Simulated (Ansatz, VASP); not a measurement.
# Two plane-wave programs on Cu

INCAR

```
  ALGO = Normal
  EDIFF = 1E-6
  ENCUT = 600
  GGA = PE
  GGA_COMPAT = F
  ISIF = 2
  ISMEAR = 1
  LASPH = T
  LCHARG = F
  LREAL = F
  LWAVE = F
  NBANDS = 12
  NELM = 120
  PREC = Accurate
  SIGMA = 0.0584
```

KPOINTS

```
k-points
0
Gamma
  9 9 9
```

File POSCAR:

```
Cu
1.0
    0.0000000000      1.7810820000      1.7810820000
    1.7810820000      0.0000000000      1.7810820000
    1.7810820000      1.7810820000      0.0000000000
Cu
1
Direct
    0.0000000000      0.0000000000      0.0000000000
```

Input for Ansatz:

```yaml
crystal:
  lattice:
    - [0.0, 1.781082, 1.781082]
    - [1.781082, 0.0, 1.781082]
    - [1.781082, 1.781082, 0.0]
  atoms:
    - { symbol: Cu, position: [0.0, 0.0, 0.0] }
  symmetry: { tolerance: 0.0003 }
kpoints:
  mp_grid: { grid: [9, 9, 9], shift: [0, 0, 0] }
magnetization:
  spin_polarized: false
scf:
  occupations: { method: cold, width: 0.0584 }
hamiltonian:
  pseudopotentials: { kind: paw }
  xc: pbe
basis:
  ecutwfc: 420
output:
  forces: true
  stress: true
  eigenvalues: true
```

Alike in both runs: task single point; functional PBE; k mesh 9 × 9 × 9; no spin polarisation.

```csv
,VASP,Ansatz
version,VASP 6.6.1,Ansatz 0.2.0
potentials or method,"VASP PAW PBE potentials, release 64 (Cu), cutoff 600 eV",PAW plane waves
occupations,"methfessel-paxton of order 1, width 0.0584 eV","cold, width 0.0584 eV"
valence electrons in the cell,11,19
```

Ansatz gave:

* gap on the k mesh at the Fermi level (eV): none
* pressure (GPa): 9.2

Task: Estimate VASP's values.

Result: gap on the k mesh at the Fermi level (eV): none; pressure (GPa): 9.8.

A gap of «none» marks a metal or a gap that the smearing closes. VASP's potentials hold 11 valence electrons a cell and Ansatz's 19, so a difference there can come from the potentials and not from the codes.
